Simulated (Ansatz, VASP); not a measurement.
## AgCl in VASP and in Ansatz

```
CELL_PARAMETERS angstrom
0.00000 2.71664 2.71664
2.71664 0.00000 2.71664
2.71664 2.71664 0.00000
ATOMIC_POSITIONS crystal
Ag 0.00000 0.00000 0.00000
Cl 0.50000 0.50000 0.50000
```

Change from the starting cell: volume scaled by 0.98.

Alike in both runs: task single point; functional PBE; k mesh 8 × 8 × 8; occupations fermi-dirac, width 0.05 eV; no spin polarisation.

```csv
,VASP,Ansatz
version,VASP 6.6.1,Ansatz 0.2.0
potentials or method,"VASP PAW PBE potentials, release 64 (Ag, Cl), cutoff 520 eV","all-electron LAPW, scalar-relativistic"
```

VASP gave:

* gap on the k mesh at the Fermi level (eV): 0.90
* least direct gap on the mesh (eV): 3.39
* pressure (GPa): 5.1

**Question.** Estimate Ansatz's values.

**Answer.** gap on the k mesh at the Fermi level (eV): 0.91; least direct gap on the mesh (eV): 3.40; pressure (GPa): 5.2.

Ansatz ran all-electron here, and VASP with PAW potentials.
